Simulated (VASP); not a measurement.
Crystal: Bi6Te8Se.

```
Bi Te Se
1.0
     6.53713   -3.77421    0.00000
     0.00000   -7.54843    0.00000
     2.17904   -1.25807  -10.10097
Bi Te Se
6 8 1
Direct
  0.06667 0.66667 0.80000
  0.73333 0.33333 0.80000
  0.40000 0.00000 0.80000
  0.26667 0.66667 0.20000
  0.93333 0.33333 0.20000
  0.60000 0.00000 0.20000
  0.66667 0.66667 0.00000
  0.33333 0.33333 0.00000
  0.00000 0.00000 0.00000
  0.54283 0.33333 0.37150
  0.20950 0.00000 0.37150
  0.45717 0.66667 0.62850
  0.12383 0.33333 0.62850
  0.79050 0.00000 0.62850
  0.87617 0.66667 0.37150
```

* Program: VASP 6.6.1
* Task: relaxation of cell and atoms
* Functional: PBE
* Potentials or basis: VASP PAW PBE potentials, release 64 (Bi_d, Te, Se)
* Cutoff: 600 eV
* k mesh: 4 × 4 × 4
* Occupations: gaussian, width 0.03 eV
* Spin: no spin polarisation

At the start: pressure 2.0 GPa; volume 33.23 Å³/atom.

Where does the relaxation end?

Over 34 steps the energy falls by 25.6 meV/atom and the volume is 36.06 Å³/atom (+8.5 %); space group Cm (No. 8, to 0.1 Å) before and after.

The path:
| step | energy change (eV) | largest force (eV/Å) | pressure (GPa) | volume (Å³) |
| --- | --- | --- | --- | --- |
| 1 | 0.0000 | 0.9116 | 2.02 | 498.43 |
| 2 | -0.1693 | 0.9426 | -0.94 | 529.26 |
| 3 | -0.1810 | 0.9353 | -0.38 | 522.68 |
| 4 | -0.2607 | 0.6716 | -0.24 | 523.24 |
| 5 | -0.3078 | 0.2061 | 0.04 | 524.07 |
| 6 | -0.3213 | 0.1446 | -0.03 | 524.99 |
| 7 | -0.3316 | 0.1458 | -0.16 | 526.77 |
| 8 | -0.3399 | 0.1359 | 0.25 | 523.29 |
| 9 | -0.3400 | 0.1350 | 0.28 | 523.02 |
| 10 | -0.3478 | 0.0926 | 0.21 | 524.42 |
| 11 | -0.3585 | 0.1151 | 0.05 | 527.96 |
| 12 | -0.3592 | 0.1285 | 0.01 | 529.11 |
| 13 | -0.3655 | 0.0840 | 0.02 | 530.41 |
| 14 | -0.3716 | 0.0800 | 0.05 | 532.78 |
| 15 | -0.3721 | 0.1072 | 0.07 | 533.67 |
| 16 | -0.3758 | 0.0768 | -0.13 | 537.01 |
| 17 | -0.3760 | 0.0696 | -0.18 | 537.88 |
| 18 | -0.3790 | 0.0500 | -0.09 | 537.50 |
| 19 | -0.3803 | 0.0453 | 0.01 | 537.11 |
| 20 | -0.3804 | 0.0506 | 0.04 | 537.00 |
| 21 | -0.3812 | 0.0335 | 0.02 | 537.49 |
| 22 | -0.3820 | 0.0468 | -0.01 | 538.35 |
| 23 | -0.3821 | 0.0528 | -0.02 | 538.64 |
| 24 | -0.3828 | 0.0292 | 0.02 | 538.65 |
| 25 | -0.3829 | 0.0225 | 0.05 | 538.66 |
| 26 | -0.3832 | 0.0221 | -0.04 | 540.11 |
| 27 | -0.3832 | 0.0211 | -0.02 | 539.90 |
| 28 | -0.3834 | 0.0155 | 0.00 | 539.95 |
| 29 | -0.3834 | 0.0219 | 0.01 | 539.98 |
| 30 | -0.3836 | 0.0151 | 0.00 | 540.34 |
| 31 | -0.3837 | 0.0197 | -0.02 | 540.92 |
| 32 | -0.3838 | 0.0129 | 0.01 | 540.82 |
| 33 | -0.3838 | 0.0135 | 0.01 | 540.80 |
| 34 | -0.3838 | 0.0099 | 0.01 | 540.96 |

Final structure:
```
Bi Te Se
1.0
     6.62701   -3.82611    0.00167
     0.00006   -7.65211    0.00084
     2.20713   -1.27428  -10.66718
Bi Te Se
6 8 1
Cartesian
  2.2066 -6.3753 -8.6217
  6.6249 -6.3749 -8.6115
  4.4153 -2.5498 -8.6123
  2.1639 -6.3507 -2.0861
  6.6298 -6.4257 -2.0834
  4.4617 -10.1808 -2.0834
  4.3884 -7.6350 -0.0179
  2.2385 -3.8096 -0.0265
  6.6274 -3.8598 -0.0257
  4.4195 -5.1014 -3.8066
  2.2097 -1.2767 -3.8075
  4.4109 -7.6480 -6.8816
  2.2004 -3.8396 -6.8819
  6.6345 -11.4640 -6.8803
  6.6278 -8.9280 -3.5572
```

Caveat: this functional lacks dispersion, which binds the layers, so the pressure and a relaxed spacing across them are unreliable.
